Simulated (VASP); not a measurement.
Crystal: HPbNO4.

```
CELL_PARAMETERS angstrom
4.92453 0.00000 0.00000
0.00000 5.59720 0.00000
0.00000 0.00000 7.24347
ATOMIC_POSITIONS crystal
H 0.00000 0.50000 0.19317
H 0.50000 0.00000 0.80683
Pb 0.50000 0.50000 0.95257
Pb 0.00000 0.00000 0.04743
N 0.00000 0.00000 0.63654
N 0.50000 0.50000 0.36346
O 0.00000 0.50000 0.05860
O 0.50000 0.00000 0.94140
O 0.00000 0.19569 0.72995
O 0.00000 0.80431 0.72995
O 0.00000 0.00000 0.46750
O 0.50000 0.69569 0.27005
O 0.50000 0.30431 0.27005
O 0.50000 0.50000 0.53250
```

Base run:

* Program: VASP 6.6.1
* Functional: PBE
* Potentials or basis: VASP PAW PBE potentials, release 64 (H, Pb_d, N, O)
* Cutoff: 520 eV
* k mesh: 6 × 6 × 4
* Occupations: fermi-dirac, width 0.05 eV
* Spin: no spin polarisation

Its results: band gap on the k mesh 2.74 eV (least direct gap 2.81 eV); pressure 0.7 GPa; largest force 0.568 eV/Å.

**Question.** The run is repeated on the same cell with these changes: functional from PBE to B3LYP; k mesh from 6 × 6 × 4 to 3 × 2 × 2. What comes out?

**Answer.** Band gap on the k mesh 4.79 eV (least direct gap 4.83 eV); pressure -0.7 GPa; largest force 0.430 eV/Å.

Several settings changed at once.

Caveats: some runs use coarse meshes; the standard files for N, O and F lose accuracy on very short bonds; spin-orbit coupling is left out, which moves the levels of the heavy elements; the PAW data sets were made with another functional, which shifts forces and pressure a little (at least some runs).

A k mesh can miss the band edges.
